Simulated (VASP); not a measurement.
Input of a VASP 6.6.1 run:

Contents of INCAR:

```
SYSTEM = BN
PREC = Accurate
ENCUT = 520
EDIFF = 1E-6
ISMEAR = 0
SIGMA = 0.05
LREAL = .False.
LASPH = .True.
NELM = 60
ALGO = Normal
ISIF = 2
LWAVE = .False.
LCHARG = .False.
GGA = PE
NBANDS = 16
```

Contents of KPOINTS:

```
Automatic mesh
0
Gamma
  12 12 4
  0 0 0
```

POSCAR

```
BN
1.0
    2.5039917043      0.0000000000      0.0000000000
   -1.2519958522      2.1685204268      0.0000000000
    0.0000000000      0.0000000000      6.6612000000
B N
2 2
Direct
    0.2987475397      0.5974950794      0.2500000000
    0.6666666667      0.3333333333      0.7500000000
    0.3333333333      0.6666666667      0.7500000000
    0.6666666667      0.3333333333      0.2500000000
```

Potentials or basis: VASP PAW PBE potentials, release 64 (B, N).

Launch:

```sh
$ cat potpaw_PBE.64/B/POTCAR potpaw_PBE.64/N/POTCAR > POTCAR
$ mpirun -np 1 vasp_std > vasp.out
```

(1) What does it give for the largest force?

(2) Predict the pressure.

(3) Estimate the band gap on the k mesh.

## Answers

(1) 4.781 eV/Å.

(2) 6.9 GPa.

(3) 3.60 eV (least direct gap 4.38 eV).

Caveat: the cell differs from its parent crystal (atom 1 (B) moved by (+0.000, -0.150) A along x and y); the stress differs along the axes, from 2 to 16 GPa; this functional lacks dispersion, which binds layers or chains, so the pressure and a relaxed spacing across them are unreliable; forces of over 1 eV/Å act on the atoms, so gaps and moduli don't describe the material at rest.
